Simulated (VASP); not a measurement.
A run of VASP 6.6.1 is set up as follows.

The input POSCAR:

```
TlCl
1.0
    3.8388256287      0.0000000000      0.0000000000
    0.0000000000      3.8388256287      0.0000000000
    0.0000000000      0.0000000000      3.8388256287
Tl Cl
1 1
Direct
    0.0000000000      0.0000000000      0.0000000000
    0.5000000000      0.5000000000      0.5000000000
```

The input INCAR.step1:

```
SYSTEM = TlCl
PREC = Accurate
ENCUT = 400
EDIFF = 1E-5
ISMEAR = 0
SIGMA = 0.01
LREAL = .False.
LASPH = .True.
NELM = 120
ALGO = Normal
ISIF = 2
LWAVE = .True.
NBANDS = 17
GGA = PE
GGA_COMPAT = .False.
```

Contents of INCAR.step2:

```
SYSTEM = TlCl
PREC = Accurate
ENCUT = 400
EDIFF = 1E-6
ISMEAR = 0
SIGMA = 0.01
LREAL = .False.
LASPH = .True.
NELM = 120
ALGO = Normal
ISIF = 2
LWAVE = .False.
LCHARG = .True.
GGA = PE
LHFCALC = .True.
AEXX = 0.25
PRECFOCK = Normal
LELF = .True.
LVHAR = .True.
NBANDS = 17
ISTART = 1
GGA_COMPAT = .False.
```

File KPOINTS:

```
regular mesh
0
Gamma
  4 4 4
  0 0 0
```

Potentials or basis: VASP PAW PBE potentials, release 64 (Tl_d, Cl).

Run with:

```bash
$ cat potpaw_PBE.64/Tl_d/POTCAR potpaw_PBE.64/Cl/POTCAR > POTCAR
$ cp INCAR.step1 INCAR
$ mpirun -np 1 vasp_std > vasp.out
$ cp INCAR.step2 INCAR
$ mpirun -np 1 vasp_std > vasp.out
```

Q: Predict the pressure.

A: 0.6 GPa.

Q: Predict the band gap on the k mesh.

A: 3.54 eV, direct.

Caveat: the PAW data sets were made with another functional, which shifts forces and pressure a little; spin-orbit coupling is left out, which moves the levels of the heavy elements. A k mesh can miss the band edges.
